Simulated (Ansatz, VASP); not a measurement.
## GaSb in VASP and in Ansatz

INCAR

```
SYSTEM = GaSb
PREC     = Accurate       ! precision mode
ENCUT    = 600            ! plane-wave cutoff, eV
EDIFF    = 1E-6           ! SCF threshold, eV
ISMEAR   = -1             ! smearing method
SIGMA    = 0.05           ! smearing width, eV
LREAL    = .False.        ! projectors in reciprocal space
LASPH    = .True.         ! aspherical terms in the spheres
NELM     = 100            ! most SCF steps
ALGO     = Normal         ! electronic algorithm
ISIF     = 3              ! what is computed and relaxed
LWAVE    = .False.        ! write WAVECAR
LCHARG   = .False.        ! write CHGCAR
GGA      = B5             ! functional
ALDAX    = 1.0          
AGGAX    = 1.0          
AGGAC    = 1.0          
ALDAC    = 0.0          
IBRION   = 2              ! ionic algorithm
NSW      = 80             ! ionic steps
EDIFFG   = -0.005         ! ionic threshold
```

File KPOINTS:

```
regular mesh
0
Gamma
  10 10 10
  0 0 0
```

The input POSCAR:

```
GaSb
1.0
   -2.7534340000      2.7534340000      1.5907070000
    2.7534340000     -2.7534340000      1.5907070000
    2.7534340000      2.7534340000     -1.5907070000
Sb Ga
1 1
Direct
    0.0000000000      0.0000000000      0.0000000000
    0.7500000000      0.2500000000      0.5000000000
```

The input input.yaml:

```yaml
crystal:
  lattice:
    - [-2.753434, 2.753434, 1.590707]
    - [2.753434, -2.753434, 1.590707]
    - [2.753434, 2.753434, -1.590707]
  atoms:
    - { symbol: Sb, position: [0.0, 0.0, 0.0] }
    - { symbol: Ga, position: [0.75, 0.25, 0.5] }
kpoints:
  mp_grid: { grid: [10, 10, 10] }
scf:
  occupations: { method: fermi_dirac, width: 0.05 }
hamiltonian:
  xc: blyp
  pseudopotentials: { kind: all_electron, lapw: { basis_error: 0.001 } }
output:
  forces: true
  stress: true
relax:
  f_tol: 0.005
  max_steps: 60
  cell: {}
```

Alike in both runs: task relaxation of cell and atoms; functional BLYP; k mesh 10 × 10 × 10; occupations fermi-dirac, width 0.05 eV; no spin polarisation.

|  | VASP | Ansatz |
| --- | --- | --- |
| version | VASP 6.6.1 | Ansatz 0.2.0 |
| potentials or method | VASP PAW PBE potentials, release 64 (Sb, Ga_d), cutoff 600 eV | all-electron LAPW, scalar-relativistic |

Ansatz gave:

* relaxed volume (Å³/atom): 26.87
* relaxed length of the cell vector where the two differ most in proportion (Å): 4.365

Question: Estimate VASP's values.

Answer: Relaxed volume (Å³/atom): 26.90; relaxed length of the cell vector where the two differ most in proportion (Å): 4.367.

VASP's potentials were made for PBE, not for BLYP. Ansatz ran all-electron here, and VASP with PAW potentials.

Neither program's run includes spin-orbit coupling.
